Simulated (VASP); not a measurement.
# Ga2Ge2O3 (I2_13) in VASP: single point with PBE

Aim: the single point of Ga2Ge2O3 with PBE.

Program: VASP 6.6.1. These are calculated values, not measurements. Logs are shortened: lines on timing, memory, paths and dates and some standing lists are left out, and cuts for length are marked.

## Step 1: The cell of the first run

Symmetry: I2_13, No. 199, cubic system. The conventional cell has a = 8.497 Å, b = 8.497 Å, c = 8.497 Å, α = 90.00°, β = 90.00°, γ = 90.00°. Within 3.0 Å of Ga (site symmetry 3) lie 3 O at 2.28 Å and 1 Ge at 2.91 Å. Ge (site symmetry 3) has 3 O at 1.95 Å within 2.6 Å. O (site symmetry 2) has 2 Ge at 1.95 Å and 2 Ga at 2.28 Å within 2.6 Å.

## Step 2: Single point, PBE

INCAR

```
PREC = Accurate ; ENCUT = 520
EDIFF = 1E-6 ; ISMEAR = 0
SIGMA = 0.15 ; LREAL = False
LASPH = True ; NELM = 80
ALGO = Normal ; ISIF = 2
LWAVE = False ; LCHARG = False
GGA = PE ; NBANDS = 85
```

KPOINTS

```
Automatic mesh
0
Gamma
  3 3 3
```

POSCAR

```
Ga2Ge2O3
1.0
   -4.2484804270      4.2484804270      4.2484804270
    4.2484804270     -4.2484804270      4.2484804270
    4.2484804270      4.2484804270     -4.2484804270
Ga Ge O
4 4 6
Direct
    0.5000000000      0.0000000000     -0.0039856059
   -0.0039856059      0.5000000000      0.0000000000
    0.0000000000     -0.0039856059      0.5000000000
    0.5039856059      0.5039856059      0.5039856059
    1.1082766912      1.1082766912      1.1082766912
    0.0000000000      0.3917233088      0.5000000000
    0.5000000000      0.0000000000      0.3917233088
    0.3917233088      0.5000000000      0.0000000000
    0.4104267681      0.1604267681      0.2500000000
    0.0895732319      0.3395732319      0.7500000000
    0.7500000000      0.0895732319      0.3395732319
    0.2500000000      0.4104267681      0.1604267681
    0.3395732319      0.7500000000      0.0895732319
    0.1604267681      0.2500000000      0.4104267681
```

Potentials or basis: VASP PAW PBE potentials, release 64 (Ga_d, Ge_d, O).

Started as:

```bash
> cat potpaw_PBE.64/Ga_d/POTCAR potpaw_PBE.64/Ge_d/POTCAR potpaw_PBE.64/O/POTCAR > POTCAR
> mpirun -np 1 vasp_std > vasp.out
```

OUTCAR:

```text
PREC = Accurate
   ENCUT = 520
   EDIFF = 1E-6
   ISMEAR = 0
   LREAL = False
   LASPH = True
   NELM = 80
   ISIF = 2
   GGA = PE

 ion  position               nearest neighbor table
   1  0.500  0.000  0.996-   9 2.28  11 2.28  13 2.28   7 2.91
   2  0.996  0.500  0.000-  10 2.28  12 2.28  13 2.28   8 2.91
   3  0.000  0.996  0.500-  10 2.28  11 2.28  14 2.28   6 2.91
   4  0.504  0.504  0.504-  14 2.28  12 2.28   9 2.28   5 2.91
   5  0.108  0.108  0.108-  12 1.95  14 1.95   9 1.95   4 2.91
   6  0.000  0.392  0.500-  11 1.95  10 1.95  14 1.95   3 2.91
   7  0.500  0.000  0.392-  11 1.95  13 1.95   9 1.95   1 2.91
   8  0.392  0.500  0.000-  10 1.95  13 1.95  12 1.95   2 2.91
   9  0.410  0.160  0.250-   5 1.95   7 1.95   1 2.28   4 2.28
  10  0.090  0.340  0.750-   8 1.95   6 1.95   2 2.28   3 2.28
  11  0.750  0.090  0.340-   6 1.95   7 1.95   1 2.28   3 2.28
  12  0.250  0.410  0.160-   5 1.95   8 1.95   2 2.28   4 2.28
  13  0.340  0.750  0.090-   7 1.95   8 1.95   1 2.28   2 2.28
  14  0.160  0.250  0.410-   5 1.95   6 1.95   4 2.28   3 2.28

  LATTYP: Found a body centered cubic cell.
 ALAT       =     8.4969608540

  Lattice vectors:

 A1 = (  -4.2484804270,   4.2484804270,   4.2484804270)
 A2 = (   4.2484804270,  -4.2484804270,   4.2484804270)
 A3 = (   4.2484804270,   4.2484804270,  -4.2484804270)

Analysis of symmetry for initial positions (statically):
=====================================================================
 Subroutine PRICEL returns:
 Original cell was already a primitive cell.

 Routine SETGRP: Setting up the symmetry group for a
 body centered cubic supercell.

 Subroutine GETGRP returns: Found 12 space group operations
 (whereof  3 operations were pure point group operations)
 out of a pool of 48 trial point group operations.

The static configuration has the point symmetry C_3 .
 The point group associated with its full space group is T   .

Analysis of symmetry for dynamics (positions and initial velocities):
=====================================================================
 Subroutine PRICEL returns:
 Original cell was already a primitive cell.

 Routine SETGRP: Setting up the symmetry group for a
 body centered cubic supercell.

 Subroutine GETGRP returns: Found 12 space group operations
 (whereof  3 operations were pure point group operations)
 out of a pool of 48 trial point group operations.

The dynamic configuration has the point symmetry C_3 .
 The point group associated with its full space group is T   .

 Subroutine INISYM returns: Found 12 space group operations
 (whereof  3 operations are pure point group operations),
 and found     1 'primitive' translations

----------------------------------------------------------------------------------------

                                     Primitive cell

  volume of cell :     306.7333

  direct lattice vectors                    reciprocal lattice vectors
    -4.248480427  4.248480427  4.248480427     0.000000000  0.117689138  0.117689138
     4.248480427 -4.248480427  4.248480427     0.117689138  0.000000000  0.117689138
     4.248480427  4.248480427 -4.248480427     0.117689138  0.117689138  0.000000000

  length of vectors
     7.358583955  7.358583955  7.358583955     0.166437575  0.166437575  0.166437575

  position of ions in fractional coordinates (direct lattice)
     0.500000000  0.000000000  0.996014394
     0.996014394  0.500000000  0.000000000
     0.000000000  0.996014394  0.500000000
     0.503985606  0.503985606  0.503985606
     0.108276691  0.108276691  0.108276691
     0.000000000  0.391723309  0.500000000
     0.500000000  0.000000000  0.391723309
     0.391723309  0.500000000  0.000000000
     0.410426768  0.160426768  0.250000000
     0.089573232  0.339573232  0.750000000
     0.750000000  0.089573232  0.339573232
     0.250000000  0.410426768  0.160426768
     0.339573232  0.750000000  0.089573232
     0.160426768  0.250000000  0.410426768

  ion indices of the primitive-cell ions
   primitive index   ion index
                 1           1
                 2           2
                 3           3
                 4           4
                 5           5
                 6           6
                 7           7
                 8           8
                 9           9
                10          10
                11          11
                12          12
                13          13
                14          14

----------------------------------------------------------------------------------------

 KPOINTS: Automatic mesh

Automatic generation of k-mesh.
 Grid dimensions read from file:
 generate k-points for:    3    3    3

 Generating k-lattice:

  Cartesian coordinates                     Fractional coordinates (reciprocal lattice)
     0.000000000  0.039229713  0.039229713     0.333333333  0.000000000  0.000000000
     0.039229713  0.000000000  0.039229713     0.000000000  0.333333333  0.000000000
     0.039229713  0.039229713  0.000000000     0.000000000  0.000000000  0.333333333

  Length of vectors
     0.055479192  0.055479192  0.055479192

  Shift w.r.t. Gamma in fractional coordinates (k-lattice)
     0.000000000  0.000000000  0.000000000

 Subroutine IBZKPT returns following result:
 ===========================================

 Found      4 irreducible k-points:

 Following reciprocal coordinates:
            Coordinates               Weight
  0.000000  0.000000  0.000000      1.000000
  0.333333  0.000000  0.000000     12.000000
  0.333333  0.333333  0.000000      8.000000
 -0.333333  0.333333  0.333333      6.000000
   k-points           NKPTS =      4   k-points in BZ     NKDIM =      4   number of bands    NBANDS=     85
   number of dos      NEDOS =    301   number of ions     NIONS =     14
   total plane-waves  NPLWV = 175616
   dimension x,y,z NGX =    56 NGY =   56 NGZ =   56
   dimension x,y,z NGXF=   112 NGYF=  112 NGZF=  112
   ions per type =               4   4   6
   NGX,Y,Z   is equivalent  to a cutoff of  12.65, 12.65, 12.65 a.u.
   NGXF,Y,Z  is equivalent  to a cutoff of  25.30, 25.30, 25.30 a.u.
 SYSTEM =  unknown system
   PREC   = accura    normal or accurate (medium, high low for compatibility)
   ISTART =      0    job   : 0-new  1-cont  2-samecut
   ICHARG =      2    charge: 1-file 2-atom 10-const
   ISPIN  =      1    spin polarized calculation?
   LNONCOLLINEAR =      F non collinear calculations
   LSORBIT =      F    spin-orbit coupling
   LASPH  =      T    aspherical Exc in radial PAW
   ENCUT  =  520.0 eV  38.22 Ry    6.18 a.u.  13.68 13.68 13.68*2*pi/ulx,y,z
   NELM   =     80;   NELMIN=  2; NELMDL= -5     # of ELM steps
   EDIFF  = 0.1E-05   stopping-criterion for ELM
   LREAL  =      F    real-space projection
   EDIFFG = 0.1E-04   stopping-criterion for IOM
   NSW    =      0    number of steps for IOM
   IBRION =     -1    ionic relax: 0-MD 1-quasi-New 2-CG
   NFREE  =      0    steps in history (QN), initial steepest desc. (CG)
   ISIF   =      2    stress and relaxation
   ISYM   =      2    0-nonsym 1-usesym 2-fastsym
   POTIM  = 0.5000    time-step for ionic-motion
   TEBEG  =    0.0;   TEEND  =   0.0 temperature during run
   PSTRESS=    0.0 pullay stress
   NELECT =     144.0000    total number of electrons
   NUPDOWN=      -1.0000    fix difference up-down
   EMIN   =  10.00;   EMAX   =-10.00  energy-range for DOS
   EFERMI =   0.00;   METHOD = LEGACY
   ISMEAR =     0;   SIGMA  =   0.15  broadening in eV -4-tet -1-fermi 0-gaus
   EFERMI_NEDOS =   21; number of points for ismear=-14 and -15
   IALGO  =     38    algorithm
   IMIX   =      4    mixing-type and parameters
     AMIX     =   0.40;   BMIX     =  1.00
     AMIX_MAG =   1.60;   BMIX_MAG =  1.00
  volume/ion in A,a.u.               =      21.91       147.85
  Fermi-wavevector in a.u.,A,eV,Ry     =   1.272356  2.404405 22.026340  1.618890
  Thomas-Fermi vector in A             =   2.405239
   LORBIT       =      0    0 simple, 1 ext, 2 COOP (PROOUT), +10 PAW based schemes
   GGA     = PE    functional components
   LHFCALC =     F    Hartree Fock is set to
   AEXX    =    0.0000 exact exchange contribution
   IVDW    =     0    specifies the selected vdW correction
   LEPSILON=     F    determine dielectric tensor
   LRPA    =     F    only Hartree local field effects (RPA)
 non-spin polarized calculation
 Gauss-broadening in eV      SIGMA  =   0.15
  energy-cutoff  :      520.00
  volume of cell :      306.73
 maximum number of plane-waves:      8294
   NGX = 27   NGY = 27   NGZ = 27

 number of electron     144.0000031 magnetization

 Free energy of the ion-electron system (eV)
  ---------------------------------------------------
  ext. energy  EPLUGINS =         0.00000000
  ---------------------------------------------------
  free energy    TOTEN  =       -72.27673221 eV

  energy without entropy =      -72.27673221  energy(sigma->0) =      -72.27673221

 E-fermi :   2.1543     XC(G=0):  -8.4803

 val. band max:        1.4820616483   @ k =  -0.3333   0.3333   0.3333
 cond. band min:       3.3252426910   @ k =   0.0000   0.0000   0.0000
 fundamental gap:      1.8431810427
 Fermi energy:         2.1542927855

 k-point     1 :       0.0000    0.0000    0.0000
  band No.  band energies     occupation
      1     -22.6758      2.00000
      2     -22.6758      2.00000
      3     -22.6445      2.00000
      4     -22.6445      2.00000
      5     -22.6445      2.00000
      6     -22.5860      2.00000
[... 76 lines left out ...]
     83       6.8390      0.00000
     84       7.3706      0.00000

 k-point     2 :       0.3333    0.0000    0.0000
  band No.  band energies     occupation
      1     -22.6757      2.00000
      2     -22.6755      2.00000
      3     -22.6619      2.00000
      4     -22.6450      2.00000
      5     -22.6199      2.00000
      6     -22.5912      2.00000
[... 76 lines left out ...]
     83       6.6373      0.00000
     84       6.6768      0.00000

 k-point     3 :       0.3333    0.3333    0.0000
  band No.  band energies     occupation
      1     -22.6755      2.00000
      2     -22.6754      2.00000
      3     -22.6653      2.00000
      4     -22.6454      2.00000
      5     -22.6089      2.00000
      6     -22.5980      2.00000
[... 76 lines left out ...]
     83       6.4495      0.00000
     84       6.6494      0.00000

 k-point     4 :      -0.3333    0.3333    0.3333
  band No.  band energies     occupation
      1     -22.6756      2.00000
      2     -22.6754      2.00000
      3     -22.6714      2.00000
      4     -22.6300      2.00000
      5     -22.6183      2.00000
      6     -22.6002      2.00000
[... 76 lines left out ...]
     83       6.3346      0.00000
     84       6.5593      0.00000
 [bands above 84 left out]

------------------------ aborting loop because EDIFF is reached ----------------------------------------

  FORCE on cell =-STRESS in cart. coord.  units (eV):
  Direction    XX          YY          ZZ          XY          YZ          ZX
  --------------------------------------------------------------------------------------
  -------------------------------------------------------------------------------------
  Total        1.7232307      1.7232307      1.7232307      0.0000000     -0.0000000     -0.0000000
  in kB        9.0010497      9.0010497      9.0010497      0.0000000     -0.0000000     -0.0000000
  external PRESSURE =       9.0010497 kB  Pullay stress =       0.0000000 kB

 VOLUME and BASIS-vectors are now :
 -----------------------------------------------------------------------------
  energy-cutoff  :      520.00
  volume of cell :      306.73
      direct lattice vectors                 reciprocal lattice vectors
    -4.248480427  4.248480427  4.248480427     0.000000000  0.117689138  0.117689138
     4.248480427 -4.248480427  4.248480427     0.117689138  0.000000000  0.117689138
     4.248480427  4.248480427 -4.248480427     0.117689138  0.117689138  0.000000000

 POSITION                                       TOTAL-FORCE (eV/Angst)
 -----------------------------------------------------------------------------------
      2.10731      6.35579     -2.10731        -0.032018     -0.032018      0.032018
     -2.10731      2.10731      6.35579         0.032018     -0.032018     -0.032018
      6.35579     -2.10731      2.10731        -0.032018      0.032018     -0.032018
      2.14117      2.14117      2.14117         0.032018      0.032018      0.032018
      0.46001      0.46001      0.46001        -0.026967     -0.026967     -0.026967
      3.78847      0.46001     -0.46001         0.026967     -0.026967      0.026967
     -0.46001      3.78847      0.46001         0.026967      0.026967     -0.026967
      0.46001     -0.46001      3.78847        -0.026967      0.026967      0.026967
      0.00000      2.12424      1.36314         0.000000      0.000000      0.020408
      4.24848      2.12424     -1.36314         0.000000      0.000000     -0.020408
     -1.36314      4.24848      2.12424        -0.020408      0.000000     -0.000000
      1.36314      0.00000      2.12424         0.020408      0.000000     -0.000000
      2.12424     -1.36314      4.24848         0.000000     -0.020408     -0.000000
      2.12424      1.36314      0.00000         0.000000      0.020408     -0.000000
 -----------------------------------------------------------------------------------
    total drift:                               -0.000051     -0.000050     -0.000071

  FREE ENERGIE OF THE ION-ELECTRON SYSTEM (eV)
  ---------------------------------------------------
  free  energy   TOTEN  =       -72.2767322092 eV

  energy  without entropy=      -72.2767322092  energy(sigma->0) =      -72.27673221
```

It took 3.1 min on 1 thread of Intel Xeon Platinum 8488C (Sapphire Rapids), shared host; peak memory 0.46 GiB.

What came out:

```yaml
Free_energy: -72.2767 eV
Pressure: 0.9 GPa
Largest_force: 0.055 eV/Å
Band_gap_on_the_k_mesh: 1.84 eV, indirect (least direct gap 2.07 eV)
```

Forces on the atoms (eV/Å):
```
Ga  -0.032 -0.032  0.032
Ga   0.032 -0.032 -0.032
Ga  -0.032  0.032 -0.032
Ga   0.032  0.032  0.032
Ge  -0.027 -0.027 -0.027
Ge   0.027 -0.027  0.027
Ge   0.027  0.027 -0.027
Ge  -0.027  0.027  0.027
O    0.000  0.000  0.020
O    0.000  0.000 -0.020
O   -0.020  0.000  0.000
O    0.020  0.000  0.000
O    0.000 -0.020  0.000
O    0.000  0.020  0.000
```

Levels at points of the mesh, in eV from the valence-band top:
```csv
k point,band 70,band 71,band 72,band 73,band 74,band 75
"(0.00, 0.00, 0.00)",-0.42,-0.42,-0.23,1.84,1.84,2.31
```

A k mesh can miss the band edges.
